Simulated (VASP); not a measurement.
A run of VASP 6.6.1:

File POSCAR:

```
Ti
1.0
    0.0000000000      2.0300000000      2.3345000000
    2.0300000000      0.0000000000      2.3345000000
    2.0300000000      2.0300000000      0.0000000000
Ti
1
Direct
    0.0000000000      0.0000000000      0.0000000000
```

The input INCAR.step1:

```
SYSTEM = Ti
PREC = Accurate
ENCUT = 520
ISMEAR = 0
SIGMA = 0.15
LREAL = .False.
LASPH = .True.
NELM = 80
NBANDS = 12
GGA = PE
ALGO = Normal
EDIFF = 1E-4
LWAVE = .True.
LCHARG = .False.
```

The input INCAR.step2:

```
SYSTEM = Ti
PREC = Accurate
ENCUT = 520
EDIFF = 1E-6
ISMEAR = 0
SIGMA = 0.15
LREAL = .False.
LASPH = .True.
NELM = 80
ALGO = Normal
ISIF = 2
LWAVE = .False.
LCHARG = .False.
METAGGA = R2SCAN
LMIXTAU = .True.
NBANDS = 12
ISTART = 1
```

The input KPOINTS:

```
regular mesh
0
Gamma
  20 20 20
  0 0 0
```

Potentials or basis: VASP PAW PBE potentials, release 64 (Ti_sv).

Run with:

```bash
$ cat potpaw_PBE.64/Ti_sv/POTCAR > POTCAR
$ cp INCAR.step1 INCAR
$ mpirun -np 1 vasp_std > vasp.out
$ cp INCAR.step2 INCAR
$ mpirun -np 1 vasp_std > vasp.out
```

Hardware: 1 thread of AMD EPYC 9R45 96-Core Processor (Zen 5), on a shared host.

Estimate the wall time of this run.

It took 4.5 min on 1 thread of AMD EPYC 9R45 96-Core Processor (Zen 5), on a shared host, peak memory 0.23 GiB. Counts: k points 641.
